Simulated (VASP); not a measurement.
Runs of VASP 6.6.1 on BiS. The structure is that of space group Fm-3m (No. 225), or close to it. The cells are those of the table. 

```tsv
level	cell	screening parameter	gap on the mesh (eV)	pressure (GPa)
PBE-based screened hybrid with 25 % exact exchange	a = 4.198 Å, angles 59.2°, 2 atoms	0.3 1/Å	none	-0.4
r2SCAN0	a = 4.264 Å, angles 59.3°, 2 atoms	-	none	(a)
PBE0	a = 4.199 Å, angles 59.0°, 2 atoms	-	none	-0.2
PBEsol-based global hybrid with 25 % exact exchange	a = 4.163 Å, angles 58.9°, 2 atoms	-	none	-0.3
HSE06	a = 4.195 Å, angles 59.2°, 2 atoms	0.2079 1/Å	none	-0.2
PBEsol-based screened hybrid with 25 % exact exchange	a = 4.264 Å, angles 59.3°, 2 atoms	0.207 1/Å	none	-5.2
```

Alike in all rows: task single point; potentials or basis VASP PAW PBE potentials, release 64 (Bi_d, S); no spin polarisation; k mesh 4 × 4 × 4; cutoff (eV) 520; smearing fermi-dirac 0.05 eV.

Task: Estimate the missing entries.

Result: (a) -3.9.

Caveats: all runs use coarse meshes; the PAW data sets were made with another functional, which shifts forces and pressure a little; spin-orbit coupling is left out, which moves the levels of the heavy elements.

A k mesh can miss the band edges, and the runs leave out spin-orbit coupling on Bi.

A gap of «none» marks levels without a gap at the run's occupations.
